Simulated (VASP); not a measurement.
# Ni2TeO2 (Immm) in VASP: single point with PBE

Aim: the single point of Ni2TeO2 with PBE.

All numbers are computed with VASP 6.6.1; they aren't measurements. Logs are shortened: lines on timing, memory, paths and dates and some standing lists are left out, and cuts for length are marked.

**1. The cell of the first run**

Symmetry: Immm, No. 71, orthorhombic system. The conventional cell has a = 3.311 Å, b = 3.493 Å, c = 10.525 Å, α = 90.00°, β = 90.00°, γ = 90.00°. Ni (site symmetry mm2) has 4 O at 1.79 to 2.10 Å and 2 Te at 2.44 Å within 2.5 Å. Te (site symmetry mmm) has 4 Ni at 2.44 Å and 10 O at 3.08 to 3.25 Å and 4 Te at 3.31 to 3.49 Å within 3.5 Å. O (site symmetry mm2) has 4 Ni at 1.79 to 2.10 Å within 2.4 Å.

**2. Single point, PBE (12.17 Å³/atom)**

Contents of INCAR:

```
PREC = Accurate
ENCUT = 600
EDIFF = 1E-6
ISMEAR = 0
SIGMA = 0.1
LREAL = F
LASPH = T
NELM = 120
ALGO = Normal
ISIF = 2
LWAVE = F
LCHARG = F
GGA = PE
NBANDS = 27
GGA_COMPAT = F
```

Contents of KPOINTS:

```
Automatic mesh
0
Gamma
  12 12 12
```

Contents of POSCAR:

```
Ni2TeO2
1.0
   -1.6554379334      1.7463002567      5.2623579739
    1.6554379334     -1.7463002567      5.2623579739
    1.6554379334      1.7463002567     -5.2623579739
Ni Te O
2 1 2
Direct
    0.8292318080      0.3292318080      0.5000000000
    0.1707681920      0.6707681920      0.5000000000
    0.0000000000      0.0000000000      0.0000000000
    0.2928017771      0.2928017771      0.0000000000
    0.7071982229      0.7071982229      0.0000000000
```

Potentials or basis: VASP PAW PBE potentials, release 64 (Ni, Te, O).

Run with:

```bash
cat potpaw_PBE.64/Ni/POTCAR potpaw_PBE.64/Te/POTCAR potpaw_PBE.64/O/POTCAR > POTCAR
mpirun -np 1 vasp_std > vasp.out
```

OUTCAR:

```text
PREC = Accurate
   ENCUT = 600
   EDIFF = 1E-6
   ISMEAR = 0
   LREAL = F
   LASPH = T
   NELM = 120
   ISIF = 2
   GGA = PE

 ion  position               nearest neighbor table
   1  0.829  0.329  0.500-   4 1.79   4 1.79   5 2.10   5 2.10   3 2.44   3 2.44   2 2.93   2 2.93
                             2 2.93   2 2.93
   2  0.171  0.671  0.500-   5 1.79   5 1.79   4 2.10   4 2.10   3 2.44   3 2.44   1 2.93   1 2.93
                             1 2.93   1 2.93
   3  0.000  0.000  0.000-   2 2.44   1 2.44   2 2.44   1 2.44
   4  0.293  0.293  0.000-   1 1.79   1 1.79   2 2.10   2 2.10
   5  0.707  0.707  0.000-   2 1.79   2 1.79   1 2.10   1 2.10

  LATTYP: Found a body centered orthorhombic cell.
 ALAT       =     3.3108758668
 B/A-ratio  =     1.0548871821
 C/A-ratio  =     3.1788313338

  Lattice vectors:

 A1 = (  -1.6554379334,   1.7463002567,   5.2623579739)
 A2 = (   1.6554379334,  -1.7463002567,   5.2623579739)
 A3 = (   1.6554379334,   1.7463002567,  -5.2623579739)

Analysis of symmetry for initial positions (statically):
=====================================================================
 Subroutine PRICEL returns:
 Original cell was already a primitive cell.

 Routine SETGRP: Setting up the symmetry group for a
 body centered orthorhombic supercell.

 Subroutine GETGRP returns: Found  8 space group operations
 (whereof  8 operations were pure point group operations)
 out of a pool of  8 trial point group operations.

The static configuration has the point symmetry D_2h.

Analysis of symmetry for dynamics (positions and initial velocities):
=====================================================================
 Subroutine PRICEL returns:
 Original cell was already a primitive cell.

 Routine SETGRP: Setting up the symmetry group for a
 body centered orthorhombic supercell.

 Subroutine GETGRP returns: Found  8 space group operations
 (whereof  8 operations were pure point group operations)
 out of a pool of  8 trial point group operations.

The dynamic configuration has the point symmetry D_2h.

 Subroutine INISYM returns: Found  8 space group operations
 (whereof  8 operations are pure point group operations),
 and found     1 'primitive' translations

----------------------------------------------------------------------------------------

                                     Primitive cell

  volume of cell :      60.8516
[... 95 lines left out ...]
   EDIFF  = 0.1E-05   stopping-criterion for ELM
   LREAL  =      F    real-space projection
   EDIFFG = 0.1E-04   stopping-criterion for IOM
   NSW    =      0    number of steps for IOM
   IBRION =     -1    ionic relax: 0-MD 1-quasi-New 2-CG
   NFREE  =      0    steps in history (QN), initial steepest desc. (CG)
   ISIF   =      2    stress and relaxation
   ISYM   =      2    0-nonsym 1-usesym 2-fastsym
   POTIM  = 0.5000    time-step for ionic-motion
   TEBEG  =    0.0;   TEEND  =   0.0 temperature during run
   PSTRESS=    0.0 pullay stress
   NELECT =      38.0000    total number of electrons
   NUPDOWN=      -1.0000    fix difference up-down
   EMIN   =  10.00;   EMAX   =-10.00  energy-range for DOS
   EFERMI =   0.00;   METHOD = LEGACY
   ISMEAR =     0;   SIGMA  =   0.10  broadening in eV -4-tet -1-fermi 0-gaus
   EFERMI_NEDOS =   21; number of points for ismear=-14 and -15
   IALGO  =     38    algorithm
   IMIX   =      4    mixing-type and parameters
     AMIX     =   0.40;   BMIX     =  1.00
     AMIX_MAG =   1.60;   BMIX_MAG =  1.00
  volume/ion in A,a.u.               =      12.17        82.13
  Fermi-wavevector in a.u.,A,eV,Ry     =   1.399304  2.644300 26.640897  1.958051
  Thomas-Fermi vector in A             =   2.522376
   LORBIT       =      0    0 simple, 1 ext, 2 COOP (PROOUT), +10 PAW based schemes
   GGA     = PE    functional components
   LHFCALC =     F    Hartree Fock is set to
   AEXX    =    0.0000 exact exchange contribution
   IVDW    =     0    specifies the selected vdW correction
   LEPSILON=     F    determine dielectric tensor
   LRPA    =     F    only Hartree local field effects (RPA)
 non-spin polarized calculation
 Gauss-broadening in eV      SIGMA  =   0.10
  energy-cutoff  :      600.00
  volume of cell :       60.85
 maximum number of plane-waves:      2058
 NGX is ok and might be reduce to    48
   NGX = 23   NGY = 23   NGZ = 23

 number of electron      38.0000000 magnetization

 Free energy of the ion-electron system (eV)
  ---------------------------------------------------
  ext. energy  EPLUGINS =         0.00000000
  ---------------------------------------------------
  free energy    TOTEN  =       -26.00618089 eV

  energy without entropy =      -25.99328749  energy(sigma->0) =      -25.99973419

 E-fermi :   8.3653     XC(G=0): -11.7177

 val. band max:        8.3626718211   @ k =  -0.0833  -0.1667   0.0833
 cond. band min:       8.3663566433   @ k =   0.5000   0.0833  -0.0000
 fundamental gap:      0.0036848221
 Fermi energy:         8.3652501300

 k-point     1 :       0.0000    0.0000    0.0000
  band No.  band energies     occupation
      1     -11.7783      2.00000
      2     -10.0760      2.00000
      3      -4.5611      2.00000
      4       1.2761      2.00000
      5       1.6458      2.00000
      6       2.7529      2.00000
[... 709 lines left out ...]
     26      17.3651      0.00000
     27      18.5168      0.00000

 [... further k-points ...]

------------------------ aborting loop because EDIFF is reached ----------------------------------------

  FORCE on cell =-STRESS in cart. coord.  units (eV):
  Direction    XX          YY          ZZ          XY          YZ          ZX
  --------------------------------------------------------------------------------------
  -------------------------------------------------------------------------------------
  Total        7.9308353      8.2312464      7.8529632     -0.0000000      0.0000000      0.0000000
  in kB      208.8128951    216.7224911    206.7625820     -0.0000000      0.0000000      0.0000000
  external PRESSURE =     210.7659894 kB  Pullay stress =       0.0000000 kB

 VOLUME and BASIS-vectors are now :
 -----------------------------------------------------------------------------
  energy-cutoff  :      600.00
  volume of cell :       60.85
      direct lattice vectors                 reciprocal lattice vectors
    -1.655437933  1.746300257  5.262357974     0.000000000  0.286319605  0.095014441
     1.655437933 -1.746300257  5.262357974     0.302034881  0.000000000  0.095014441
     1.655437933  1.746300257 -5.262357974     0.302034881  0.286319605  0.000000000

 POSITION                                       TOTAL-FORCE (eV/Angst)
 -----------------------------------------------------------------------------------
      0.00000      1.74630      3.46507        -0.000000     -0.000000     -0.010309
      1.65544      0.00000      1.79729         0.000000      0.000000      0.010309
      0.00000      0.00000      0.00000        -0.000000     -0.000000      0.000000
      0.00000      0.00000      3.08166         0.000000      0.000000      0.003727
      0.00000      0.00000      7.44306        -0.000000     -0.000000     -0.003727
 -----------------------------------------------------------------------------------
    total drift:                                0.000000     -0.000000     -0.000000

  FREE ENERGIE OF THE ION-ELECTRON SYSTEM (eV)
  ---------------------------------------------------
  free  energy   TOTEN  =       -26.0061808872 eV

  energy  without entropy=      -25.9932874947  energy(sigma->0) =      -25.99973419
```

Run time: 20 min. Hardware: 1 thread of Intel Xeon Platinum 8488C (Sapphire Rapids), shared host; peak memory 0.73 GiB.

Results:

| Item | Value |
| --- | --- |
| Free energy | -26.0062 eV |
| Pressure | 21.1 GPa |
| Largest force | 0.010 eV/Å |
| Band gap on the k mesh | zero (bands 19 and 20 overlap by 0.46 eV) |

Forces on the atoms (eV/Å):
```
Ni   0.000  0.000 -0.010
Ni   0.000  0.000  0.010
Te   0.000  0.000  0.000
O    0.000  0.000  0.004
O    0.000  0.000 -0.004
```

Stress tensor (GPa, compression positive):
```
20.88  0.00  0.00
 0.00 21.67  0.00
 0.00  0.00 20.68
```

Caveat: the cell stands under pressure; spin-orbit coupling is left out, which moves the levels of the heavy elements; the run has no spin polarisation, though such a crystal can be magnetic; semilocal functionals often make such compounds metallic where correlation or magnetic order opens a gap, which also shifts bond lengths.
